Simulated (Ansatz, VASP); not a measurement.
**Two plane-wave programs on BeAg**

```
Be Ag
1.0
     2.94829    0.00000    0.00000
     0.00000    2.94829    0.00000
     0.00000    0.00000    2.94829
Be Ag
1 1
Direct
  0.00000 0.00000 0.00000
  0.50000 0.50000 0.50000
```

Alike in both runs: task relaxation of cell and atoms; functional PBE; k mesh 18 × 18 × 18; occupations gaussian, width 0.1 eV; no spin polarisation.

```csv
,VASP,Ansatz
version,VASP 6.6.1,Ansatz 0.2.0
potentials or method,"VASP PAW PBE potentials, release 64 (Be, Ag), cutoff 600 eV","scalar-relativistic, plane waves, PAW"
valence electrons in the cell,13,21
```

```tsv
	VASP	Ansatz	Ansatz less VASP
gap on the k mesh at the Fermi level, each at its own relaxed structure (eV)	none	none	-
relaxed volume (Å³/atom)	12.79	12.80	+0.009
relaxed length of the cell vector where the two differ most in proportion (Å)	2.946	2.947	+0.0007
```

A gap of «none» marks a metal or a gap that the smearing closes. VASP's potentials hold 13 valence electrons a cell and Ansatz's 21, so a difference there can come from the potentials and not from the codes.
